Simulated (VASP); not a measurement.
Set up this calculation in VASP 6.6.1, as the native input.

```
Task                   : single point
Functional             : LDA
Potentials or basis    : VASP PAW LDA potentials, release 64 (F, Li_sv)
Cutoff                 : 520 eV
k mesh                 : 11 × 11 × 11
Occupations            : fermi-dirac, width 0.05 eV
Spin                   : no spin polarisation
Dipole correction      : no
Further INCAR settings : ALGO = Normal; EDIFF = 1e-07; NBANDS = 12
```

The structure of LiF (Griceite) lies in POSCAR:

```
LiF
1.0
    0.0000000000      2.0140000000      2.0140000000
    2.0140000000      0.0000000000      2.0140000000
    2.0140000000      2.0140000000      0.0000000000
F Li
1 1
Direct
    0.5000000000      0.5000000000      0.5000000000
    0.0000000000      0.0000000000      0.0000000000
```

These files were run (other wordings do the same):

INCAR

```
SYSTEM = LiF
PREC = Accurate
ENCUT = 520
EDIFF = 1E-7
ISMEAR = -1
SIGMA = 0.05
LREAL = .False.
LASPH = .True.
NELM = 100
ALGO = Normal
ISIF = 2
LWAVE = .False.
LCHARG = .True.
LELF = .True.
LVHAR = .True.
NBANDS = 12
```

KPOINTS

```
Automatic mesh
0
Gamma
  11 11 11
  0 0 0
```

Potentials or basis: VASP PAW LDA potentials, release 64 (F, Li_sv).

Launch:

```sh
$ cat potpaw_LDA.64/F/POTCAR potpaw_LDA.64/Li_sv/POTCAR > POTCAR
$ mpirun -np 1 vasp_std > vasp.out
```

It gave:

* Band gap on the k mesh: 8.83 eV, direct

Run time: 12 s on 1 thread of Intel(R) Xeon(R) Platinum 8175M CPU @ 2.50GHz (Skylake/Cascade Lake) (shared host), peak memory 0.12 GiB.
